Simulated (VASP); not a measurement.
# BeCo (Pm-3m) in VASP: further runs, part 2 of 2

VASP 6.6.1. The steps go on from the part before.

## 3. Relaxation of cell and atoms, LDA, collinear spin, ferrimagnetic start

This run uses another cell than the first one, of 9.56 Å³/atom.

INCAR

```
SYSTEM = BeCo
ALGO = Normal
EDIFF = 1E-6
EDIFFG = -0.005
ENCUT = 600
GGA = CA
IBRION = 2
ISIF = 3
ISMEAR = -1
ISPIN = 2
LASPH = .TRUE.
LCHARG = .FALSE.
LMAXMIX = 4
LORBIT = 11
LREAL = .FALSE.
LWAVE = .FALSE.
MAGMOM = -0.5 1
NELM = 150
NSW = 100
PREC = Accurate
SIGMA = 0.05
```

KPOINTS

```
k-points
0
G
  13 13 13
  0 0 0
```

POSCAR

```
BeCo
1.0
    2.6737183902      0.0000000000      0.0000000000
    0.0000000000      2.6737183902      0.0000000000
    0.0000000000      0.0000000000      2.6737183902
Be Co
1 1
Direct
    0.0000000000      0.0000000000      0.0000000000
    0.5000000000      0.5000000000      0.5000000000
```

Potentials or basis: VASP PAW LDA potentials, release 64 (Be, Co).

Launch:

```bash
$ cat potpaw_LDA.64/Be/POTCAR potpaw_LDA.64/Co/POTCAR > POTCAR
$ mpirun -np 1 vasp_std > vasp.out
```

OUTCAR:

```text
SYSTEM = BeCo
   EDIFF = 1E-6
   EDIFFG = -0.005
   ENCUT = 600
   GGA = CA
   IBRION = 2
   ISIF = 3
   ISMEAR = -1
   ISPIN = 2
   LASPH = .TRUE.
   LORBIT = 11
   LREAL = .FALSE.
   NELM = 150
   NSW = 100
   PREC = Accurate

 ion  position               nearest neighbor table
   1  0.000  0.000  0.000-   2 2.32   2 2.32   2 2.32   2 2.32   2 2.32   2 2.32   2 2.32   2 2.32

   2  0.500  0.500  0.500-   1 2.32   1 2.32   1 2.32   1 2.32   1 2.32   1 2.32   1 2.32   1 2.32

  LATTYP: Found a simple cubic cell.
 ALAT       =     2.6737183902

  Lattice vectors:

 A1 = (   2.6737183902,   0.0000000000,   0.0000000000)
 A2 = (   0.0000000000,   2.6737183902,   0.0000000000)
 A3 = (   0.0000000000,   0.0000000000,   2.6737183902)

Analysis of symmetry for initial positions (statically):
=====================================================================
 Subroutine PRICEL returns:
 Original cell was already a primitive cell.

 Routine SETGRP: Setting up the symmetry group for a
 simple cubic supercell.

 Subroutine GETGRP returns: Found 48 space group operations
 (whereof 48 operations were pure point group operations)
 out of a pool of 48 trial point group operations.

The static configuration has the point symmetry O_h .

Analysis of symmetry for dynamics (positions and initial velocities):
=====================================================================
 Subroutine PRICEL returns:
 Original cell was already a primitive cell.

 Routine SETGRP: Setting up the symmetry group for a
 simple cubic supercell.

 Subroutine GETGRP returns: Found 48 space group operations
 (whereof 48 operations were pure point group operations)
 out of a pool of 48 trial point group operations.

The dynamic configuration has the point symmetry O_h .

Analysis of structural, dynamic, and magnetic symmetry:
=====================================================================
 Subroutine PRICEL returns:
 Original cell was already a primitive cell.

 Routine SETGRP: Setting up the symmetry group for a
 simple cubic supercell.

 Subroutine GETGRP returns: Found 48 space group operations
 (whereof 48 operations were pure point group operations)
[... 150 lines left out ...]

  energy without entropy =      -12.81145503  energy(sigma->0) =      -12.81972724

------------------------ aborting loop because EDIFF is reached ----------------------------------------

  FORCE on cell =-STRESS in cart. coord.  units (eV):
  Direction    XX          YY          ZZ          XY          YZ          ZX
  --------------------------------------------------------------------------------------
  -------------------------------------------------------------------------------------
  Total       -3.0693295     -3.0693295     -3.0693295     -0.0000000     -0.0000000      0.0000000
  in kB     -257.2806357   -257.2806357   -257.2806357     -0.0000000     -0.0000000      0.0000000
  external PRESSURE =    -257.2806357 kB  Pullay stress =       0.0000000 kB
[... 23 lines left out ...]
--------------------------------------- Ionic step        2  -------------------------------------------

 number of electron      11.0000002 magnetization       0.0252354

 E-fermi :  10.3928     XC(G=0): -13.4751

 val. band max:       10.3900359369   @ k =   0.3846   0.3846   0.3077
 cond. band min:      10.3930237756   @ k =   0.3077   0.0769   0.0769
 fundamental gap:      0.0029878386
 Fermi energy:        10.3928331349

 spin component 1

 k-point     1 :       0.0000    0.0000    0.0000
  band No.  band energies     occupation
      1       0.2196      1.00000
      2       7.1381      1.00000
      3       7.1381      1.00000
      4      10.4379      0.28891
      5      10.4379      0.28891
      6      10.4379      0.28891
      7      18.8047      0.00000
      8      18.8047      0.00000
      9      18.8047      0.00000
[... 713 lines left out ...]
--------------------------------------- Ionic step        6  -------------------------------------------

 number of electron      10.9999997 magnetization      -0.0002261

 Free energy of the ion-electron system (eV)
  ---------------------------------------------------
  ext. energy  EPLUGINS =         0.00000000
  ---------------------------------------------------
  free energy    TOTEN  =       -13.07866720 eV

  energy without entropy =      -13.05992067  energy(sigma->0) =      -13.06929393

 E-fermi :   9.3996     XC(G=0): -13.0927

 val. band max:        9.3873600240   @ k =   0.3077   0.0769   0.0769
 cond. band min:       9.4026011577   @ k =   0.0769   0.0769   0.0000
 fundamental gap:      0.0152411338
 Fermi energy:         9.3995579926

 spin component 1

 k-point     1 :       0.0000    0.0000    0.0000
  band No.  band energies     occupation
      1      -0.3608      1.00000
      2       6.4850      1.00000
      3       6.4850      1.00000
      4       9.4512      0.26248
      5       9.4512      0.26247
      6       9.4512      0.26247
      7      17.4411      0.00000
      8      17.4411      0.00000
      9      17.4411      0.00000
[... 597 lines left out ...]
  FREE ENERGIE OF THE ION-ELECTRON SYSTEM (eV)
  ---------------------------------------------------
  free  energy   TOTEN  =       -13.0786671989 eV

  energy  without entropy=      -13.0599206676  energy(sigma->0) =      -13.06929393

 reached required accuracy - stopping structural energy minimisation

 total charge

# of ion       s       p       d       tot
------------------------------------------
    1        0.474   0.783   0.000   1.258
    2        0.510   0.625   7.496   8.631
--------------------------------------------------
tot          0.985   1.409   7.496   9.889

 magnetization (x)

# of ion       s       p       d       tot
------------------------------------------
    1        0.000   0.000   0.000   0.000
    2       -0.000  -0.000  -0.000  -0.000
--------------------------------------------------
tot          0.000   0.000  -0.000  -0.000
```

OSZICAR:

```text
N       E                     dE             d eps       ncg     rms          rms(c)
DAV:   1     0.283844608683E+02    0.28384E+02   -0.59523E+03  3032   0.152E+03
DAV:   2    -0.144843532959E+02   -0.42869E+02   -0.41334E+02  3107   0.189E+02
DAV:   3    -0.154954354077E+02   -0.10111E+01   -0.99818E+00  3340   0.391E+01
DAV:   4    -0.155115636079E+02   -0.16128E-01   -0.16116E-01  3802   0.462E+00
[... 53 lines left out ...]
DAV:   1    -0.130789265478E+02   -0.27718E-03   -0.40928E-03  3136   0.122E+00    0.138E-01
DAV:   2    -0.130790490049E+02   -0.12246E-03   -0.81539E-03  3226   0.148E+00    0.143E-01
DAV:   3    -0.130786751871E+02    0.37382E-03   -0.29215E-03  3194   0.896E-01    0.214E-02
DAV:   4    -0.130786671949E+02    0.79921E-05   -0.18728E-05  3396   0.535E-02    0.200E-03
DAV:   5    -0.130786671989E+02   -0.39375E-08   -0.34107E-07  1553   0.750E-03
   6 F= -.13078667E+02 E0= -.13069294E+02  d E =-.284275E-04  mag=    -0.0003
```

CONTCAR:

```text
BeCo
   1.00000000000000
     2.5380174933975561    0.0000000000000000    0.0000000000000000
    -0.0000000000000000    2.5380174933975561   -0.0000000000000000
    -0.0000000000000000   -0.0000000000000000    2.5380174933975561
  Be              Co
     1     1
Direct
     0.0000000000000000    0.0000000000000000    1.0000000000000000
     0.5000000000000000    0.5000000000000000    0.5000000000000000

  0.00000000E+00  0.00000000E+00  0.00000000E+00
  0.00000000E+00  0.00000000E+00  0.00000000E+00
```

Run time: 99 s. Hardware: 1 thread of Oxide Virtual Turin-like, shared host; peak memory 0.14 GiB.

Results:

```
Free energy                                           : -13.0787 eV
Relaxed volume                                        : 8.17 Å³/atom
Relaxed cell                                          : a = 2.538 Å, b = 2.538 Å, c = 2.538 Å, α = 90.00°, β = 90.00°, γ = 90.00°
Space group after relaxing (to 0.1 Å)                 : Pm-3m (No. 221)
Energy gained by relaxing                             : 125.3 meV/atom
Ionic steps                                           : 6
Pressure after relaxing                               : 0.0 GPa
Net moment                                            : 0.00 μB per cell
Valence electrons inside the program's atomic spheres : Be 1.26; Co 8.63
```

Step by step:
```csv
step,energy change (eV),largest force (eV/Å),pressure (GPa),volume (Å³)
1,0.0000,0.0000,-25.73,19.11
2,-0.1813,0.0000,20.21,15.18
3,-0.2506,0.0000,-0.36,16.38
4,-0.2506,0.0000,0.40,16.32
5,-0.2506,0.0000,-0.32,16.37
6,-0.2507,0.0000,0.02,16.35
```

Final structure:
```
CELL_PARAMETERS angstrom
2.53802 0.00000 0.00000
0.00000 2.53802 0.00000
0.00000 0.00000 2.53802
ATOMIC_POSITIONS crystal
Be 0.00000 0.00000 0.00000
Co 0.50000 0.50000 0.50000
```

Caveat: the moments typed at the start vanished in this run.
